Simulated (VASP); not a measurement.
# Zn2Br3 (P4/mbm) in VASP: further runs, part 2 of 2

VASP 6.6.1.

## Step 3: Single point, PBE

This run uses another cell than the first one, of 30.55 Å³/atom.

INCAR

```
PREC = Accurate ; ENCUT = 520
EDIFF = 1E-7 ; ISMEAR = 0
SIGMA = 0.1 ; LREAL = False
LASPH = True ; NELM = 100
ALGO = Normal ; ISIF = 2
LWAVE = False ; LCHARG = False
GGA = PE ; NBANDS = 56
```

KPOINTS

```
Automatic mesh
0
Gamma
  2 2 4
```

POSCAR

```
Zn2Br3
1.0
    8.0138764466      0.0000000000      0.0000000000
    0.0000000000      8.0138764466      0.0000000000
    0.0000000000      0.0000000000      4.7576372822
Zn Br
4 6
Direct
    0.2193222244      0.7193222244      0.0000000000
    0.2806777756      0.2193222244      0.0000000000
    0.7806777756      0.2806777756      0.0000000000
    0.7193222244      0.7806777756      0.0000000000
    0.0000000000      0.0000000000      0.0000000000
    0.5000000000      0.5000000000      0.0000000000
    0.1617122338      0.6617122338      0.5000000000
    0.3382877662      0.1617122338      0.5000000000
    0.8382877662      0.3382877662      0.5000000000
    0.6617122338      0.8382877662      0.5000000000
```

Potentials or basis: VASP PAW PBE potentials, release 64 (Zn, Br).

Run with:

```sh
$ cat potpaw_PBE.64/Zn/POTCAR potpaw_PBE.64/Br/POTCAR > POTCAR
$ mpirun -np 1 vasp_std > vasp.out
```

OUTCAR:

```text
PREC = Accurate
   ENCUT = 520
   EDIFF = 1E-7
   ISMEAR = 0
   LREAL = False
   LASPH = True
   NELM = 100
   ISIF = 2
   GGA = PE

 ion  position               nearest neighbor table
   1  0.219  0.719  0.000-   7 2.47   7 2.47   5 2.85   6 2.85
   2  0.281  0.219  0.000-   8 2.47   8 2.47   5 2.85   6 2.85
   3  0.781  0.281  0.000-   9 2.47   9 2.47   5 2.85   6 2.85
   4  0.719  0.781  0.000-  10 2.47  10 2.47   5 2.85   6 2.85
   5  0.000  0.000  0.000-   1 2.85   2 2.85   3 2.85   4 2.85
   6  0.500  0.500  0.000-   1 2.85   2 2.85   3 2.85   4 2.85
   7  0.162  0.662  0.500-   1 2.47   1 2.47
   8  0.338  0.162  0.500-   2 2.47   2 2.47
   9  0.838  0.338  0.500-   3 2.47   3 2.47
  10  0.662  0.838  0.500-   4 2.47   4 2.47

  LATTYP: Found a simple tetragonal cell.
 ALAT       =     8.0138764466
 C/A-ratio  =     0.5936748980

  Lattice vectors:

 A1 = (   8.0138764466,   0.0000000000,   0.0000000000)
 A2 = (   0.0000000000,   8.0138764466,   0.0000000000)
 A3 = (   0.0000000000,   0.0000000000,   4.7576372822)

Analysis of symmetry for initial positions (statically):
=====================================================================
 Subroutine PRICEL returns:
 Original cell was already a primitive cell.

 Routine SETGRP: Setting up the symmetry group for a
 simple tetragonal supercell.

 Subroutine GETGRP returns: Found 16 space group operations
 (whereof  8 operations were pure point group operations)
 out of a pool of 16 trial point group operations.

The static configuration has the point symmetry C_4h.
 The point group associated with its full space group is D_4h.

Analysis of symmetry for dynamics (positions and initial velocities):
=====================================================================
 Subroutine PRICEL returns:
[... 135 lines left out ...]
   GGA     = PE    functional components
   LHFCALC =     F    Hartree Fock is set to
   AEXX    =    0.0000 exact exchange contribution
   IVDW    =     0    specifies the selected vdW correction
   LEPSILON=     F    determine dielectric tensor
   LRPA    =     F    only Hartree local field effects (RPA)
 non-spin polarized calculation
 Gauss-broadening in eV      SIGMA  =   0.10
  energy-cutoff  :      520.00
  volume of cell :      305.55
 maximum number of plane-waves:      8250
 NGX is ok and might be reduce to    60
   NGX = 29   NGY = 29   NGZ = 17

 number of electron      89.9999972 magnetization

 Free energy of the ion-electron system (eV)
  ---------------------------------------------------
  ext. energy  EPLUGINS =         0.00000000
  ---------------------------------------------------
  free energy    TOTEN  =       -17.99898228 eV

  energy without entropy =      -17.98510243  energy(sigma->0) =      -17.99204235

 E-fermi :   1.3149     XC(G=0):  -8.0823

 val. band max:        1.0112640747   @ k =   0.0000   0.0000   0.5000
 cond. band min:       1.3739454890   @ k =   0.5000   0.5000   0.2500
 fundamental gap:      0.3626814143
 Fermi energy:         1.3149348143

 k-point     1 :       0.0000    0.0000    0.0000
  band No.  band energies     occupation
      1     -14.7404      2.00000
      2     -14.4588      2.00000
      3     -14.4236      2.00000
      4     -14.4236      2.00000
      5     -14.1664      2.00000
      6     -14.0374      2.00000
[... 520 lines left out ...]
     55       5.8868      0.00000
     56       5.8868      0.00000

------------------------ aborting loop because EDIFF is reached ----------------------------------------

  FORCE on cell =-STRESS in cart. coord.  units (eV):
  Direction    XX          YY          ZZ          XY          YZ          ZX
  --------------------------------------------------------------------------------------
  -------------------------------------------------------------------------------------
  Total        0.1765180      0.1765180      0.9861842      0.0000000     -0.0000000      0.0000000
  in kB        0.9255992      0.9255992      5.1712083      0.0000000     -0.0000000      0.0000000
  external PRESSURE =       2.3408022 kB  Pullay stress =       0.0000000 kB

 VOLUME and BASIS-vectors are now :
 -----------------------------------------------------------------------------
  energy-cutoff  :      520.00
  volume of cell :      305.55
      direct lattice vectors                 reciprocal lattice vectors
     8.013876447  0.000000000  0.000000000     0.124783556  0.000000000  0.000000000
     0.000000000  8.013876447  0.000000000     0.000000000  0.124783556  0.000000000
     0.000000000  0.000000000  4.757637282     0.000000000  0.000000000  0.210188365

 POSITION                                       TOTAL-FORCE (eV/Angst)
 -----------------------------------------------------------------------------------
      1.75762      5.76456      0.00000        -0.009329     -0.009329      0.000000
      2.24932      1.75762      0.00000         0.009329     -0.009329      0.000000
      6.25626      2.24932      0.00000         0.009329      0.009329     -0.000000
      5.76456      6.25626      0.00000        -0.009329      0.009329     -0.000000
      0.00000      0.00000      0.00000         0.000000     -0.000000      0.000000
      4.00694      4.00694      0.00000         0.000000     -0.000000      0.000000
      1.29594      5.30288      2.37882         0.009826      0.009826      0.000000
      2.71100      1.29594      2.37882        -0.009826      0.009826      0.000000
      6.71793      2.71100      2.37882        -0.009826     -0.009826     -0.000000
      5.30288      6.71793      2.37882         0.009826     -0.009826     -0.000000
 -----------------------------------------------------------------------------------
    total drift:                               -0.000000      0.000000     -0.000000

  FREE ENERGIE OF THE ION-ELECTRON SYSTEM (eV)
  ---------------------------------------------------
  free  energy   TOTEN  =       -17.9989822774 eV

  energy  without entropy=      -17.9851024266  energy(sigma->0) =      -17.99204235
```

It took 92 s on 1 thread of Intel Xeon 6975P-C (Granite Rapids), shared host; peak memory 0.4 GiB.

Results:

| Quantity | Value |
| --- | --- |
| Free energy | -17.9990 eV |
| Pressure | 0.2 GPa |
| Largest force | 0.014 eV/Å |
| Band gap on the k mesh | zero (bands 45 and 46 overlap by 1.93 eV) |

Forces in eV/Å, atoms in the order of the input:
```
Zn  -0.009 -0.009  0.000
Zn   0.009 -0.009  0.000
Zn   0.009  0.009  0.000
Zn  -0.009  0.009  0.000
Br   0.000  0.000  0.000
Br   0.000  0.000  0.000
Br   0.010  0.010  0.000
Br  -0.010  0.010  0.000
Br  -0.010 -0.010  0.000
Br   0.010 -0.010  0.000
```

Caveat: the k points lie up to 0.39 Å⁻¹ apart, too coarse for converged energies and pressures of a metal.

## Step 4: Relaxation of cell and atoms, PBE

INCAR

```
SYSTEM = Zn2Br3
PREC     = Accurate       ! precision mode
ENCUT    = 600            ! plane-wave cutoff, eV
EDIFF    = 1E-7           ! SCF threshold, eV
ISMEAR   = 0              ! smearing method
SIGMA    = 0.1            ! smearing width, eV
LREAL    = .FALSE.        ! projectors in reciprocal space
LASPH    = .TRUE.         ! aspherical terms in the spheres
NELM     = 100            ! most SCF steps
ALGO     = Normal         ! electronic algorithm
ISIF     = 3              ! what is computed and relaxed
LWAVE    = .FALSE.        ! write WAVECAR
LCHARG   = .FALSE.        ! write CHGCAR
GGA      = PE             ! functional
IBRION   = 2              ! ionic algorithm
NSW      = 90             ! ionic steps
EDIFFG   = -0.04          ! ionic threshold
```

KPOINTS

```
regular mesh
0
G
  2 2 4
  0 0 0
```

POSCAR

```
Zn2Br3
1.0
    8.1916294344      0.0000000000      0.0000000000
    0.0000000000      8.1916294344      0.0000000000
    0.0000000000      0.0000000000      4.1153212508
Zn Br
4 6
Direct
    0.3800000000      0.8800000000      0.0000000000
    0.1200000000      0.3800000000      0.0000000000
    0.6200000000      0.1200000000      0.0000000000
    0.8800000000      0.6200000000      0.0000000000
    0.0000000000      0.0000000000      0.0000000000
    0.5000000000      0.5000000000      0.0000000000
    0.1800000000      0.6800000000      0.5000000000
    0.3200000000      0.1800000000      0.5000000000
    0.8200000000      0.3200000000      0.5000000000
    0.6800000000      0.8200000000      0.5000000000
```

Run with:

```sh
$ cat potpaw_PBE.64/Zn/POTCAR potpaw_PBE.64/Br/POTCAR > POTCAR
$ mpirun -np 1 vasp_std > vasp.out
```

Wall time 54 min (1 thread of Intel Xeon 6975P-C (Granite Rapids), shared host); peak memory 0.53 GiB.

The run converged. Its results:

- Free energy: -17.9962 eV
- Relaxed volume: 30.97 Å³/atom
- Relaxed cell: a = 8.062 Å, b = 8.062 Å, c = 4.765 Å, α = 90.00°, β = 90.00°, γ = 90.00°
- Space group after relaxing (to 0.1 Å): P4/mbm (No. 127)
- Energy gained by relaxing: 308.2 meV/atom
- Ionic steps: 54
- Pressure after relaxing: -0.1 GPa
- Largest force after relaxing: 0.019 eV/Å
- Band gap on the k mesh: zero (bands 45 and 46 overlap by 1.95 eV)

Forces on the atoms (eV/Å):
```
Zn  -0.013 -0.013  0.000
Zn   0.013 -0.013  0.000
Zn   0.013  0.013  0.000
Zn  -0.013  0.013  0.000
Br   0.000  0.000  0.000
Br   0.000  0.000  0.000
Br   0.014  0.014  0.000
Br  -0.014  0.014  0.000
Br  -0.014 -0.014  0.000
Br   0.014 -0.014  0.000
```

Stress tensor (GPa, compression positive):
```
-0.16  0.00  0.00
 0.00 -0.16  0.00
 0.00  0.00  0.17
```

The path:
```csv
step,energy change (eV),largest force (eV/Å),pressure (GPa),volume (Å³)
1,0.0000,0.4434,-4.74,276.15
3,-1.1520,0.6682,0.26,226.38
5,-1.3219,0.5508,0.88,222.76
7,-1.6225,0.2979,-0.62,232.31
9,-1.7123,0.3351,-0.90,234.81
11,-1.8760,0.6476,3.26,229.95
13,-2.0572,0.3898,1.33,232.08
15,-2.1810,0.3575,1.17,238.62
17,-2.4079,0.1859,0.21,258.45
19,-2.5457,0.3080,-1.42,278.94
21,-2.7743,0.2447,0.41,268.53
23,-2.7964,0.2143,0.15,271.49
25,-2.8412,0.0650,0.07,277.66
27,-2.8537,0.0220,0.32,278.47
29,-2.8976,0.1722,0.23,291.93
31,-2.8990,0.1949,0.14,292.94
33,-2.8999,0.2015,0.10,293.68
35,-2.9136,0.2389,-0.16,300.34
37,-2.9607,0.1777,-0.11,305.79
39,-2.9658,0.0915,-0.15,311.10
41,-2.9799,0.1103,0.06,307.37
43,-2.9850,0.0998,0.35,306.05
45,-3.0013,0.0935,-0.01,311.87
47,-3.0035,0.0953,-0.18,314.92
49,-3.0275,0.0757,-0.09,313.47
51,-3.0655,0.0362,0.46,306.96
53,-3.0750,0.0389,0.21,308.93
54,-3.0825,0.0194,-0.05,309.73
```

Final structure:
```xyz
10
Lattice="8.0621 0.0000 0.0000 0.0000 8.0621 0.0000 0.0000 0.0000 4.7653" Properties=species:S:1:pos:R:3 pbc="T T T"
Zn    1.7691    5.8001    0.0000
Zn    2.2620    1.7691    0.0000
Zn    6.2931    2.2620    0.0000
Zn    5.8001    6.2931    0.0000
Br    0.0000    0.0000    0.0000
Br    4.0311    4.0311    0.0000
Br    1.3062    5.3373    2.3826
Br    2.7248    1.3062    2.3826
Br    6.7559    2.7248    2.3826
Br    5.3373    6.7559    2.3826
```

Levels at points of the mesh, in eV from the Fermi level:
```
           k point  band 41  band 42  band 43  band 44  band 45  band 46  band 47  band 48  band 49  band 50
(0.00, 0.00, 0.00)    -2.71    -2.50    -2.48    -2.48    -2.17    -1.18     0.46     0.46     1.57     3.66
(0.50, 0.00, 0.00)    -2.62    -2.62    -2.59    -2.59    -0.91    -0.91    -0.34    -0.34     2.37     2.37
(0.50, 0.50, 0.00)    -2.61    -2.61    -2.44    -2.44    -1.26    -1.26     0.14     0.14     2.97     2.97
(0.00, 0.00, 0.50)    -2.64    -2.64    -2.63    -1.98    -0.26     1.21     2.00     2.00     2.57     3.34
(0.50, 0.00, 0.50)    -2.83    -2.83    -2.26    -2.26     0.69     0.69     1.23     1.23     3.48     3.48
(0.50, 0.50, 0.50)    -2.77    -2.77    -2.29    -2.29     0.65     0.65     1.64     1.64     3.12     3.12
```

Caveat: the k points lie up to 0.39 Å⁻¹ apart in the final cell, too coarse for converged energies and pressures of a metal; a cell axis changed by over 15 % at a fixed basis, so the end point is rough.

## Step 5: Summary

```csv
task,cell,cutoff (eV),gap on the mesh (eV),pressure (GPa),largest force (eV/Å)
single point,"a = 8.192, b = 8.192, c = 4.115 Å, 10 atoms, atomic positions A",520,none,-4.7,0.44
single point,"a = 8.014, b = 8.014, c = 4.758 Å, 10 atoms, atomic positions B",520,none,0.2,0.01
relaxation of cell and atoms,"relaxed from a = 8.192, b = 8.192, c = 4.115 Å, 10 atoms, atomic positions A",600,none,-0.1,0.02
```

Alike in all rows: level PBE; potentials or basis VASP PAW PBE potentials, release 64 (Zn, Br); no spin polarisation; k mesh 2 × 2 × 4; smearing gaussian 0.1 eV.

Caveats: all runs use coarse meshes; a cell axis changed by over 15 % at a fixed basis, so the end point is rough (at least some runs).

Absolute energies hang on the potentials; compare differences alone.

The gap in the log of VASP goes by the Fermi energy; the results here count the filled bands.